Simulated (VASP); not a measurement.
# H (Amm2) in VASP: single point with PBE

Aim: the single point of H with PBE.

Everything below comes from runs of VASP 6.6.1. Logs are shortened: lines on timing, memory, paths and dates and some standing lists are left out, and cuts for length are marked.

### 1 The cell of the first run

Symmetry: Amm2, No. 38, orthorhombic system. Conventional cell: a = 6.113 Å, b = 3.247 Å, c = 5.171 Å, α = 90.00°, β = 90.00°, γ = 90.00°. H (site symmetry m) has 1 H at 0.65 Å within 0.9 Å. H (site symmetry m) has 1 H at 0.65 Å within 0.9 Å.

### 2 Single point, PBE (strained and its atoms moved)

The input, INCAR:

```
SYSTEM = H
  ALGO = Normal
  EDIFF = 1E-7
  ENCUT = 520
  GGA = PE
  ISIF = 2
  ISMEAR = 0
  LASPH = .TRUE.
  LCHARG = .FALSE.
  LREAL = .FALSE.
  LWAVE = .FALSE.
  NBANDS = 10
  NELM = 80
  PREC = Accurate
  SIGMA = 0.02
```

The input, KPOINTS:

```
k-points
0
G
  8 8 4
  0 0 0
```

The input, POSCAR:

```
H
1.0
    1.6232598666     -2.5854063253      0.0000000000
    1.6232598666      2.5854063253      0.0000000000
    0.0000000000      0.0000000000      6.1132433286
H
4
Direct
    0.5599635806      0.4400364194      0.9990801686
    0.4400364194      0.5599635806     -0.0317096117
    0.4400364194      0.5599635806      0.5317096117
    0.5599635806      0.4400364194      0.5009198314
```

Potentials or basis: VASP PAW PBE potentials, release 64 (H).

Launch:

```console
$ cat potpaw_PBE.64/H/POTCAR > POTCAR
$ mpirun -np 1 vasp_std > vasp.out
```

OUTCAR:

```text
SYSTEM = H
   EDIFF = 1E-7
   ENCUT = 520
   GGA = PE
   ISIF = 2
   ISMEAR = 0
   LASPH = .TRUE.
   LREAL = .FALSE.
   NELM = 80
   PREC = Accurate

 ion  position               nearest neighbor table
   1  0.560  0.440  0.999-   2 0.65
   2  0.440  0.560  0.968-   1 0.65
   3  0.440  0.560  0.532-   4 0.65
   4  0.560  0.440  0.501-   3 0.65

  LATTYP: Found a base centered orthorhombic cell.
 ALAT       =     3.2465197332
 B/A-ratio  =     1.5927248486
 C/A-ratio  =     1.8830143757

  Lattice vectors:

 A1 = (   1.6232598666,  -2.5854063253,   0.0000000000)
 A2 = (   1.6232598666,   2.5854063253,   0.0000000000)
 A3 = (   0.0000000000,   0.0000000000,   6.1132433286)

Analysis of symmetry for initial positions (statically):
=====================================================================
 Subroutine PRICEL returns:
 Original cell was already a primitive cell.

 Routine SETGRP: Setting up the symmetry group for a
 base centered orthorhombic supercell.

 Subroutine GETGRP returns: Found  4 space group operations
 (whereof  2 operations were pure point group operations)
 out of a pool of  8 trial point group operations.

The static configuration has the point symmetry C_1h.
 The point group associated with its full space group is C_2v.

Analysis of symmetry for dynamics (positions and initial velocities):
=====================================================================
 Subroutine PRICEL returns:
 Original cell was already a primitive cell.

 Routine SETGRP: Setting up the symmetry group for a
 base centered orthorhombic supercell.

 Subroutine GETGRP returns: Found  4 space group operations
 (whereof  2 operations were pure point group operations)
 out of a pool of  8 trial point group operations.

The dynamic configuration has the point symmetry C_1h.
 The point group associated with its full space group is C_2v.

 Subroutine INISYM returns: Found  4 space group operations
 (whereof  2 operations are pure point group operations),
 and found     1 'primitive' translations

----------------------------------------------------------------------------------------

                                     Primitive cell

  volume of cell :      51.3120

  direct lattice vectors                    reciprocal lattice vectors
     1.623259867 -2.585406325  0.000000000     0.308022154 -0.193393199  0.000000000
     1.623259867  2.585406325  0.000000000     0.308022154  0.193393199  0.000000000
     0.000000000  0.000000000  6.113243329     0.000000000  0.000000000  0.163579289

  length of vectors
     3.052752604  3.052752604  6.113243329     0.363701219  0.363701219  0.163579289

  position of ions in fractional coordinates (direct lattice)
     0.559963581  0.440036419  0.999080169
     0.440036419  0.559963581  0.968290388
     0.440036419  0.559963581  0.531709612
     0.559963581  0.440036419  0.500919831

  ion indices of the primitive-cell ions
   primitive index   ion index
                 1           1
                 2           2
                 3           3
                 4           4

----------------------------------------------------------------------------------------

 KPOINTS: k-points

Automatic generation of k-mesh.
 Grid dimensions read from file:
 generate k-points for:    8    8    4

 Generating k-lattice:

  Cartesian coordinates                     Fractional coordinates (reciprocal lattice)
     0.038502769 -0.024174150  0.000000000     0.125000000 -0.000000000  0.000000000
     0.038502769  0.024174150  0.000000000    -0.000000000  0.125000000  0.000000000
     0.000000000  0.000000000  0.040894822     0.000000000  0.000000000  0.250000000

  Length of vectors
     0.045462652  0.045462652  0.040894822

  Shift w.r.t. Gamma in fractional coordinates (k-lattice)
     0.000000000  0.000000000  0.000000000

 Subroutine IBZKPT returns following result:
 ===========================================

 Found     63 irreducible k-points:

 Following reciprocal coordinates:
            Coordinates               Weight
  0.000000  0.000000  0.000000      1.000000
  0.125000  0.000000  0.000000      4.000000
  0.250000  0.000000  0.000000      4.000000
  0.375000  0.000000  0.000000      4.000000
  0.500000  0.000000  0.000000      2.000000
  0.125000  0.125000  0.000000      2.000000
[... 16 lines left out ...]
  0.125000  0.000000  0.250000      8.000000
  0.250000  0.000000  0.250000      8.000000
 [... further k-points ...]
   k-points           NKPTS =     63   k-points in BZ     NKDIM =     63   number of bands    NBANDS=     10
   number of dos      NEDOS =    301   number of ions     NIONS =      4
   total plane-waves  NPLWV =  27648
   dimension x,y,z NGX =    24 NGY =   24 NGZ =   48
   dimension x,y,z NGXF=    48 NGYF=   48 NGZF=   96
   ions per type =               4
   NGX,Y,Z   is equivalent  to a cutoff of  13.07, 13.07, 13.05 a.u.
   NGXF,Y,Z  is equivalent  to a cutoff of  26.14, 26.14, 26.11 a.u.
 SYSTEM =  H
   PREC   = accura    normal or accurate (medium, high low for compatibility)
   ISTART =      0    job   : 0-new  1-cont  2-samecut
   ICHARG =      2    charge: 1-file 2-atom 10-const
   ISPIN  =      1    spin polarized calculation?
   LNONCOLLINEAR =      F non collinear calculations
   LSORBIT =      F    spin-orbit coupling
   LASPH  =      T    aspherical Exc in radial PAW
   ENCUT  =  520.0 eV  38.22 Ry    6.18 a.u.   5.68  5.68 11.37*2*pi/ulx,y,z
   NELM   =     80;   NELMIN=  2; NELMDL= -5     # of ELM steps
   EDIFF  = 0.1E-06   stopping-criterion for ELM
   LREAL  =      F    real-space projection
   EDIFFG = 0.1E-05   stopping-criterion for IOM
   NSW    =      0    number of steps for IOM
   IBRION =     -1    ionic relax: 0-MD 1-quasi-New 2-CG
   NFREE  =      0    steps in history (QN), initial steepest desc. (CG)
   ISIF   =      2    stress and relaxation
   ISYM   =      2    0-nonsym 1-usesym 2-fastsym
   POTIM  = 0.5000    time-step for ionic-motion
   TEBEG  =    0.0;   TEEND  =   0.0 temperature during run
   PSTRESS=    0.0 pullay stress
   NELECT =       4.0000    total number of electrons
   NUPDOWN=      -1.0000    fix difference up-down
   EMIN   =  10.00;   EMAX   =-10.00  energy-range for DOS
   EFERMI =   0.00;   METHOD = LEGACY
   ISMEAR =     0;   SIGMA  =   0.02  broadening in eV -4-tet -1-fermi 0-gaus
   EFERMI_NEDOS =   21; number of points for ismear=-14 and -15
   IALGO  =     38    algorithm
   IMIX   =      4    mixing-type and parameters
     AMIX     =   0.40;   BMIX     =  1.00
     AMIX_MAG =   1.60;   BMIX_MAG =  1.00
  volume/ion in A,a.u.               =      12.83        86.57
  Fermi-wavevector in a.u.,A,eV,Ry     =   0.699340  1.321562  6.654297  0.489077
  Thomas-Fermi vector in A             =   1.783192
   LORBIT       =      0    0 simple, 1 ext, 2 COOP (PROOUT), +10 PAW based schemes
   GGA     = PE    functional components
   LHFCALC =     F    Hartree Fock is set to
   AEXX    =    0.0000 exact exchange contribution
   IVDW    =     0    specifies the selected vdW correction
   LEPSILON=     F    determine dielectric tensor
   LRPA    =     F    only Hartree local field effects (RPA)
 non-spin polarized calculation
 Gauss-broadening in eV      SIGMA  =   0.02
  energy-cutoff  :      520.00
  volume of cell :       51.31
 maximum number of plane-waves:      1401
   NGX = 11   NGY = 11   NGZ = 23

 number of electron       4.0000003 magnetization

 Free energy of the ion-electron system (eV)
  ---------------------------------------------------
  ext. energy  EPLUGINS =         0.00000000
  ---------------------------------------------------
  free energy    TOTEN  =       -13.10228493 eV

  energy without entropy =      -13.10228493  energy(sigma->0) =      -13.10228493

 E-fermi :  -8.7902     XC(G=0):  -4.9486

 val. band max:       -8.9250867163   @ k =   0.5000   0.5000   0.0000
 cond. band min:       0.5312452246   @ k =   0.5000   0.5000   0.0000
 fundamental gap:      9.4563319410
 Fermi energy:        -8.7901867960

 k-point     1 :       0.0000    0.0000    0.0000
  band No.  band energies     occupation
      1     -10.9619      2.00000
      2     -10.1591      2.00000
      3       0.7471      0.00000
      4       4.0782      0.00000
      5       8.6092      0.00000
      6      10.2167      0.00000
      7      10.4353      0.00000
      8      12.4065      0.00000
      9      13.5915      0.00000
     10      13.7032      0.00000

 k-point     2 :       0.1250    0.0000    0.0000
  band No.  band energies     occupation
      1     -10.8160      2.00000
      2     -10.0374      2.00000
      3       1.0420      0.00000
      4       3.7479      0.00000
      5       7.6027      0.00000
      6       9.5653      0.00000
      7      10.3180      0.00000
      8      11.9719      0.00000
      9      12.3578      0.00000
     10      14.3206      0.00000

 k-point     3 :       0.2500    0.0000    0.0000
  band No.  band energies     occupation
      1     -10.4346      2.00000
      2      -9.7251      2.00000
      3       1.8733      0.00000
      4       2.8044      0.00000
      5       5.7288      0.00000
      6       8.4712      0.00000
      7      10.5766      0.00000
      8      10.6050      0.00000
      9      12.1249      0.00000
     10      12.4079      0.00000
[... 248 lines left out ...]
 k-point    23 :       0.1250    0.0000    0.2500
  band No.  band energies     occupation
      1     -10.7272      2.00000
      2     -10.1517      2.00000
      3       1.4510      0.00000
      4       3.4545      0.00000
      5       7.4501      0.00000
      6       8.7114      0.00000
      7      10.4022      0.00000
      8      11.5240      0.00000
      9      13.1134      0.00000
     10      14.7703      0.00000

 k-point    24 :       0.2500    0.0000    0.2500
  band No.  band energies     occupation
      1     -10.3533      2.00000
      2      -9.8265      2.00000
      3       2.1463      0.00000
      4       2.8377      0.00000
      5       5.6970      0.00000
      6       7.6266      0.00000
      7      10.0509      0.00000
      8      10.9404      0.00000
      9      11.8587      0.00000
     10      12.3982      0.00000

 [... further k-points ...]

------------------------ aborting loop because EDIFF is reached ----------------------------------------

  FORCE on cell =-STRESS in cart. coord.  units (eV):
  Direction    XX          YY          ZZ          XY          YZ          ZX
  --------------------------------------------------------------------------------------
  -------------------------------------------------------------------------------------
  Total        0.0421774      5.9533479      0.6076456      0.0000000      0.0000000      0.0000000
  in kB        1.3169563    185.8888364     18.9732806      0.0000000      0.0000000      0.0000000
  external PRESSURE =      68.7263577 kB  Pullay stress =       0.0000000 kB

 VOLUME and BASIS-vectors are now :
 -----------------------------------------------------------------------------
  energy-cutoff  :      520.00
  volume of cell :       51.31
      direct lattice vectors                 reciprocal lattice vectors
     1.623259867 -2.585406325  0.000000000     0.308022154 -0.193393199  0.000000000
     1.623259867  2.585406325  0.000000000     0.308022154  0.193393199  0.000000000
     0.000000000  0.000000000  6.113243329     0.000000000  0.000000000  0.163579289

 POSITION                                       TOTAL-FORCE (eV/Angst)
 -----------------------------------------------------------------------------------
      1.62326     -0.31006      6.10762         0.000000     -4.763937      1.469192
      1.62326      0.31006      5.91939         0.000000      4.763937     -1.436191
      1.62326      0.31006      3.25047         0.000000      4.763937      1.436191
      1.62326     -0.31006      3.06224         0.000000     -4.763937     -1.469192
 -----------------------------------------------------------------------------------
    total drift:                                0.000000      0.000012      0.000000

  FREE ENERGIE OF THE ION-ELECTRON SYSTEM (eV)
  ---------------------------------------------------
  free  energy   TOTEN  =       -13.1022849251 eV

  energy  without entropy=      -13.1022849251  energy(sigma->0) =      -13.10228493
```

Wall time 13 s (1 thread of Intel Xeon 6975P-C, shared host); peak memory 0.17 GiB.

Results:

| Item | Value |
| --- | --- |
| Free energy | -13.1023 eV |
| Pressure | 6.9 GPa |
| Largest force | 4.985 eV/Å |
| Band gap on the k mesh | 9.46 eV, direct |

Forces in eV/Å, atoms in the order of the input:
```
H    0.000 -4.764  1.469
H    0.000  4.764 -1.436
H    0.000  4.764  1.436
H    0.000 -4.764 -1.469
```

Stress tensor (GPa, compression positive):
```
 0.13  0.00  0.00
 0.00 18.59  0.00
 0.00  0.00  1.90
```

Caveat: the cell differs from its parent crystal (strained and its atoms moved); forces of over 1 eV/Å act on the atoms, so gaps and moduli don't describe the material at rest.
